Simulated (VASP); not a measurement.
# C (Fd-3m) in VASP: single point with PBE

Aim: the single point of C with PBE.

All numbers are computed with VASP 6.6.1; they aren't measurements. Logs are shortened: lines on timing, memory, paths and dates and some standing lists are left out, and cuts for length are marked.

## Step 1: The cell of the first run

It takes space group Fd-3m (No. 227, cubic). Conventional cell: a = 3.536 Å, b = 3.536 Å, c = 3.536 Å, α = 90.00°, β = 90.00°, γ = 90.00°. C (site symmetry -43m) has 4 C at 1.53 Å within 2.0 Å.

## Step 2: Single point, PBE

Input file INCAR:

```
SYSTEM = C
  PREC = Accurate
  ENCUT = 600
  EDIFF = 1E-6
  ISMEAR = -1
  SIGMA = 0.06122561905347299
  LREAL = .FALSE.
  LASPH = .TRUE.
  NELM = 120
  ALGO = Normal
  ISIF = 2
  LWAVE = .FALSE.
  LCHARG = .FALSE.
  GGA = PE
  NBANDS = 11
  GGA_COMPAT = .FALSE.
```

Input file KPOINTS:

```
regular mesh
0
G
  8 8 8
  0 0 0
```

Input file POSCAR:

```
C
1.0
    0.0000000000      1.7678315663      1.7678315663
    1.7678315663      0.0000000000      1.7678315663
    1.7678315663      1.7678315663      0.0000000000
C
2
Direct
    0.0000000000      0.0000000000      0.0000000000
    0.2500000000      0.2500000000      0.2500000000
```

Potentials or basis: VASP PAW PBE potentials, release 64 (C).

On the command line:

```
> cat potpaw_PBE.64/C/POTCAR > POTCAR
> mpirun -np 1 vasp_std > vasp.out
```

OUTCAR:

```text
SYSTEM = C
   PREC = Accurate
   ENCUT = 600
   EDIFF = 1E-6
   ISMEAR = -1
   LREAL = .FALSE.
   LASPH = .TRUE.
   NELM = 120
   ISIF = 2
   GGA = PE

 ion  position               nearest neighbor table
   1  0.000  0.000  0.000-   2 1.53   2 1.53   2 1.53   2 1.53
   2  0.250  0.250  0.250-   1 1.53   1 1.53   1 1.53   1 1.53

  LATTYP: Found a face centered cubic cell.
 ALAT       =     3.5356631326

  Lattice vectors:

 A1 = (   0.0000000000,   1.7678315663,   1.7678315663)
 A2 = (   1.7678315663,   0.0000000000,   1.7678315663)
 A3 = (   1.7678315663,   1.7678315663,   0.0000000000)

Analysis of symmetry for initial positions (statically):
=====================================================================
 Subroutine PRICEL returns:
 Original cell was already a primitive cell.

 Routine SETGRP: Setting up the symmetry group for a
 face centered cubic supercell.

 Subroutine GETGRP returns: Found 48 space group operations
 (whereof 24 operations were pure point group operations)
 out of a pool of 48 trial point group operations.

The static configuration has the point symmetry T_d .
 The point group associated with its full space group is O_h .

Analysis of symmetry for dynamics (positions and initial velocities):
=====================================================================
 Subroutine PRICEL returns:
 Original cell was already a primitive cell.

 Routine SETGRP: Setting up the symmetry group for a
 face centered cubic supercell.

 Subroutine GETGRP returns: Found 48 space group operations
 (whereof 24 operations were pure point group operations)
 out of a pool of 48 trial point group operations.

The dynamic configuration has the point symmetry T_d .
 The point group associated with its full space group is O_h .

 Subroutine INISYM returns: Found 48 space group operations
 (whereof 24 operations are pure point group operations),
 and found     1 'primitive' translations

----------------------------------------------------------------------------------------

                                     Primitive cell

  volume of cell :      11.0498

  direct lattice vectors                    reciprocal lattice vectors
     0.000000000  1.767831566  1.767831566    -0.282832375  0.282832375  0.282832375
     1.767831566  0.000000000  1.767831566     0.282832375 -0.282832375  0.282832375
     1.767831566  1.767831566  0.000000000     0.282832375  0.282832375 -0.282832375

  length of vectors
     2.500091377  2.500091377  2.500091377     0.489880043  0.489880043  0.489880043

  position of ions in fractional coordinates (direct lattice)
     0.000000000  0.000000000  0.000000000
     0.250000000  0.250000000  0.250000000

  ion indices of the primitive-cell ions
   primitive index   ion index
                 1           1
                 2           2

----------------------------------------------------------------------------------------

 KPOINTS: regular mesh

Automatic generation of k-mesh.
 Grid dimensions read from file:
 generate k-points for:    8    8    8

 Generating k-lattice:

  Cartesian coordinates                     Fractional coordinates (reciprocal lattice)
    -0.035354047  0.035354047  0.035354047     0.125000000  0.000000000  0.000000000
     0.035354047 -0.035354047  0.035354047     0.000000000  0.125000000  0.000000000
     0.035354047  0.035354047 -0.035354047     0.000000000  0.000000000  0.125000000

  Length of vectors
     0.061235005  0.061235005  0.061235005

  Shift w.r.t. Gamma in fractional coordinates (k-lattice)
     0.000000000  0.000000000  0.000000000

 Subroutine IBZKPT returns following result:
 ===========================================

 Found     29 irreducible k-points:

 Following reciprocal coordinates:
            Coordinates               Weight
  0.000000  0.000000  0.000000      1.000000
  0.125000  0.000000  0.000000      8.000000
  0.250000  0.000000  0.000000      8.000000
  0.375000  0.000000  0.000000      8.000000
  0.500000  0.000000  0.000000      4.000000
  0.125000  0.125000  0.000000      6.000000
[... 16 lines left out ...]
  0.500000  0.250000  0.125000     48.000000
 -0.375000  0.250000  0.125000     24.000000
 [... further k-points ...]
   k-points           NKPTS =     29   k-points in BZ     NKDIM =     29   number of bands    NBANDS=     11
   number of dos      NEDOS =    301   number of ions     NIONS =      2
   total plane-waves  NPLWV =   8000
   dimension x,y,z NGX =    20 NGY =   20 NGZ =   20
   dimension x,y,z NGXF=    40 NGYF=   40 NGZF=   40
   ions per type =               2
   NGX,Y,Z   is equivalent  to a cutoff of  13.30, 13.30, 13.30 a.u.
   NGXF,Y,Z  is equivalent  to a cutoff of  26.60, 26.60, 26.60 a.u.
 SYSTEM =  C
   PREC   = accura    normal or accurate (medium, high low for compatibility)
   ISTART =      0    job   : 0-new  1-cont  2-samecut
   ICHARG =      2    charge: 1-file 2-atom 10-const
   ISPIN  =      1    spin polarized calculation?
   LNONCOLLINEAR =      F non collinear calculations
   LSORBIT =      F    spin-orbit coupling
   LASPH  =      T    aspherical Exc in radial PAW
   ENCUT  =  600.0 eV  44.10 Ry    6.64 a.u.   4.99  4.99  4.99*2*pi/ulx,y,z
   NELM   =    120;   NELMIN=  2; NELMDL= -5     # of ELM steps
   EDIFF  = 0.1E-05   stopping-criterion for ELM
   LREAL  =      F    real-space projection
   EDIFFG = 0.1E-04   stopping-criterion for IOM
   NSW    =      0    number of steps for IOM
   IBRION =     -1    ionic relax: 0-MD 1-quasi-New 2-CG
   NFREE  =      0    steps in history (QN), initial steepest desc. (CG)
   ISIF   =      2    stress and relaxation
   ISYM   =      2    0-nonsym 1-usesym 2-fastsym
   POTIM  = 0.5000    time-step for ionic-motion
   TEBEG  =    0.0;   TEEND  =   0.0 temperature during run
   PSTRESS=    0.0 pullay stress
   NELECT =       8.0000    total number of electrons
   NUPDOWN=      -1.0000    fix difference up-down
   EMIN   =  10.00;   EMAX   =-10.00  energy-range for DOS
   EFERMI =   0.00;   METHOD = LEGACY
   ISMEAR =    -1;   SIGMA  =   0.06  broadening in eV -4-tet -1-fermi 0-gaus
   EFERMI_NEDOS =   21; number of points for ismear=-14 and -15
   IALGO  =     38    algorithm
   IMIX   =      4    mixing-type and parameters
     AMIX     =   0.40;   BMIX     =  1.00
     AMIX_MAG =   1.60;   BMIX_MAG =  1.00
  volume/ion in A,a.u.               =       5.52        37.28
  Fermi-wavevector in a.u.,A,eV,Ry     =   1.470011  2.777918 29.401273  2.160933
  Thomas-Fermi vector in A             =   2.585319
   LORBIT       =      0    0 simple, 1 ext, 2 COOP (PROOUT), +10 PAW based schemes
   GGA     = PE    functional components
   LHFCALC =     F    Hartree Fock is set to
   AEXX    =    0.0000 exact exchange contribution
   IVDW    =     0    specifies the selected vdW correction
   LEPSILON=     F    determine dielectric tensor
   LRPA    =     F    only Hartree local field effects (RPA)
 non-spin polarized calculation
  energy-cutoff  :      600.00
  volume of cell :       11.05
 maximum number of plane-waves:       380
   NGX =  9   NGY =  9   NGZ =  9

 number of electron       7.9999999 magnetization

 Free energy of the ion-electron system (eV)
  ---------------------------------------------------
  ext. energy  EPLUGINS =         0.00000000
  ---------------------------------------------------
  free energy    TOTEN  =       -18.17362399 eV

  energy without entropy =      -18.17362399  energy(sigma->0) =      -18.17362399

 E-fermi :  11.2890     XC(G=0): -13.3828

 val. band max:       10.1124506758   @ k =   0.0000   0.0000   0.0000
 cond. band min:      14.3027472130   @ k =   0.3750   0.3750   0.0000
 fundamental gap:      4.1902965372
 Fermi energy:        11.2890248394

 k-point     1 :       0.0000    0.0000    0.0000
  band No.  band energies     occupation
      1     -11.7204      2.00000
      2      10.1124      2.00000
      3      10.1124      2.00000
      4      10.1125      2.00000
      5      15.7750      0.00000
      6      15.7750      0.00000
      7      15.7750      0.00000
      8      24.0507      0.00000
      9      29.7468      0.00000
     10      36.9386      0.00000
     11      36.9386      0.00000

 k-point     2 :       0.1250    0.0000    0.0000
  band No.  band energies     occupation
      1     -11.2805      2.00000
      2       7.6480      2.00000
      3       9.4412      2.00000
      4       9.4412      2.00000
      5      16.6575      0.00000
      6      16.6575      0.00000
      7      17.1228      0.00000
      8      24.3720      0.00000
      9      30.4015      0.00000
     10      33.8159      0.00000
     11      33.8159      0.00000

 k-point     3 :       0.2500    0.0000    0.0000
  band No.  band energies     occupation
      1      -9.9733      2.00000
      2       3.3950      2.00000
      3       8.3211      2.00000
      4       8.3211      2.00000
      5      18.0251      0.00000
      6      18.0251      0.00000
      7      18.5029      0.00000
      8      25.1800      0.00000
      9      31.1764      0.00000
     10      32.7241      0.00000
     11      32.7241      0.00000

 k-point     4 :       0.3750    0.0000    0.0000
  band No.  band energies     occupation
      1      -7.8642      2.00000
      2      -0.7660      2.00000
      3       7.5220      2.00000
      4       7.5220      2.00000
      5      18.6161      0.00000
      6      18.6161      0.00000
      7      19.1395      0.00000
      8      25.8692      0.00000
      9      31.6593      0.00000
     10      34.4049      0.00000
     11      34.4049      0.00000

 k-point     5 :       0.5000    0.0000    0.0000
  band No.  band energies     occupation
      1      -5.7932      2.00000
      2      -3.5557      2.00000
      3       7.2441      2.00000
      4       7.2441      2.00000
      5      18.6814      0.00000
      6      18.6814      0.00000
      7      19.3192      0.00000
      8      26.0500      0.00000
      9      32.3827      0.00000
     10      34.7872      0.00000
     11      36.4191      0.00000
[... 211 lines left out ...]
 k-point    21 :       0.5000    0.5000    0.0000
  band No.  band energies     occupation
      1      -2.8398      2.00000
      2      -2.8398      2.00000
      3       3.6535      2.00000
      4       3.6535      2.00000
      5      14.9259      0.00000
      6      14.9259      0.00000
      7      27.3203      0.00000
      8      27.3203      0.00000
      9      33.8342      0.00000
     10      33.8342      0.00000
     11      42.9164      0.00000

 k-point    22 :       0.3750    0.2500    0.1250
  band No.  band energies     occupation
      1      -8.8268      2.00000
      2       3.5054      2.00000
      3       4.4729      2.00000
      4       7.1608      2.00000
      5      16.7945      0.00000
      6      20.3465      0.00000
      7      21.9319      0.00000
      8      22.1273      0.00000
      9      31.1846      0.00000
     10      32.0553      0.00000
     11      36.1699      0.00000

 k-point    23 :       0.5000    0.2500    0.1250
  band No.  band energies     occupation
      1      -6.7583      2.00000
      2       0.0896      2.00000
      3       3.7036      2.00000
      4       5.9285      2.00000
      5      18.1996      0.00000
      6      19.9280      0.00000
      7      22.8402      0.00000
      8      23.7237      0.00000
      9      30.6071      0.00000
     10      32.8433      0.00000
     11      36.6599      0.00000

 k-point    24 :      -0.3750    0.2500    0.1250
  band No.  band energies     occupation
      1      -4.7670      2.00000
      2      -2.5119      2.00000
      3       3.6791      2.00000
      4       5.2994      2.00000
      5      18.4969      0.00000
      6      19.7872      0.00000
      7      23.5232      0.00000
      8      25.3000      0.00000
      9      28.6719      0.00000
     10      34.5120      0.00000
     11      36.8227      0.00000

 [... further k-points ...]

------------------------ aborting loop because EDIFF is reached ----------------------------------------

  FORCE on cell =-STRESS in cart. coord.  units (eV):
  Direction    XX          YY          ZZ          XY          YZ          ZX
  --------------------------------------------------------------------------------------
  -------------------------------------------------------------------------------------
  Total        0.9632407      0.9632407      0.9632407      0.0000000      0.0000000     -0.0000000
  in kB      139.6666648    139.6666648    139.6666648      0.0000000      0.0000000     -0.0000000
  external PRESSURE =     139.6666648 kB  Pullay stress =       0.0000000 kB

 VOLUME and BASIS-vectors are now :
 -----------------------------------------------------------------------------
  energy-cutoff  :      600.00
  volume of cell :       11.05
      direct lattice vectors                 reciprocal lattice vectors
     0.000000000  1.767831566  1.767831566    -0.282832375  0.282832375  0.282832375
     1.767831566  0.000000000  1.767831566     0.282832375 -0.282832375  0.282832375
     1.767831566  1.767831566  0.000000000     0.282832375  0.282832375 -0.282832375

 POSITION                                       TOTAL-FORCE (eV/Angst)
 -----------------------------------------------------------------------------------
      0.00000      0.00000      0.00000        -0.000000      0.000000      0.000000
      0.88392      0.88392      0.88392         0.000000     -0.000000     -0.000000
 -----------------------------------------------------------------------------------
    total drift:                                0.000000      0.000000      0.000000

  FREE ENERGIE OF THE ION-ELECTRON SYSTEM (eV)
  ---------------------------------------------------
  free  energy   TOTEN  =       -18.1736239860 eV

  energy  without entropy=      -18.1736239859  energy(sigma->0) =      -18.17362399
```

Run time: 13 s. Hardware: 1 thread of AMD EPYC 7R13, shared host; peak memory 0.09 GiB.

Results:

```yaml
Free_energy: -18.1736 eV
Pressure: 14.0 GPa
Band_gap_on_the_k_mesh: 4.19 eV, indirect (least direct gap 5.66 eV)
```

Levels at points of the mesh, in eV from the valence-band top:
```tsv
k point	band 1	band 2	band 3	band 4	band 5	band 6	band 7	band 8	band 9
(0.00, 0.00, 0.00)	-21.83	0.00	0.00	0.00	5.66	5.66	5.66	13.94	19.63
(0.50, 0.00, 0.00)	-15.91	-13.67	-2.87	-2.87	8.57	8.57	9.21	15.94	22.27
(0.50, 0.50, 0.00)	-12.95	-12.95	-6.46	-6.46	4.81	4.81	17.21	17.21	23.72
```

A k mesh can miss the band edges. PBE gaps usually lie below the measured ones, often by a third to a half.
